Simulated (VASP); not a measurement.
SiSb3, 8 atoms in the cell. Symmetry: P6_3/m, No. 176, hexagonal system. The conventional cell has a = 6.457 Å, b = 6.457 Å, c = 5.299 Å, α = 90.00°, β = 90.00°, γ = 120.00°. Sb (site symmetry m) has 3 Si at 2.74 to 3.24 Å and 8 Sb at 3.22 to 3.46 Å within 3.6 Å. Within 3.6 Å of Si (site symmetry -6) lie 9 Sb at 2.74 to 3.24 Å. 

- Program: VASP 6.6.1
- Task: single point
- Functional: PBEsol
- Potentials or basis: VASP PAW PBE potentials, release 64 (Sb, Si)
- Cutoff: 520 eV
- k mesh: 3 × 3 × 3
- Occupations: gaussian, width 0.2864 eV
- Spin: no spin polarisation
- Dipole correction: no
- Further INCAR settings: ALGO = Normal; EDIFF = 1e-06; NBANDS = 29

Potentials or basis: VASP PAW PBE potentials, release 64 (Sb, Si).

Command:

```sh
$ cat potpaw_PBE.64/Sb/POTCAR potpaw_PBE.64/Si/POTCAR > POTCAR
$ mpirun -np 1 vasp_std > vasp.out
```

Hardware: 1 thread of Intel(R) Xeon(R) 6975P-C (Granite Rapids) (shared host).

Question: How long does it take, and how much memory?

Answer: It took 19 s on 1 thread of Intel(R) Xeon(R) 6975P-C (Granite Rapids), on a shared host, peak memory 0.28 GiB. Counts: scf iterations 12, k points 6.
